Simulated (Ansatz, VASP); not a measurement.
Cs in VASP and in Ansatz

```
Cs
1.0
     0.00000    4.06623    4.06623
     4.06623    0.00000    4.06623
     4.06623    4.06623    0.00000
Cs
1
Direct
  0.00000 0.00000 0.00000
```

Alike in both runs: task single point; functional BLYP; k mesh 8 × 8 × 8; occupations fermi-dirac, width 0.1 eV; no spin polarisation.

|  | VASP | Ansatz |
| --- | --- | --- |
| version | VASP 6.6.1 | Ansatz 0.2.0 |
| potentials or method | VASP PAW PBE potentials, release 64 (Cs_sv), cutoff 520 eV | plane waves (420 eV) with PAW, scalar-relativistic |
| valence electrons in the cell | 9 | 9 |

|  | VASP | Ansatz | Ansatz less VASP |
| --- | --- | --- | --- |
| pressure (GPa) | -0.1 | -0.1 | 0.00 |

VASP's potentials were made for PBE, not for BLYP.

Spin-orbit coupling is off throughout.
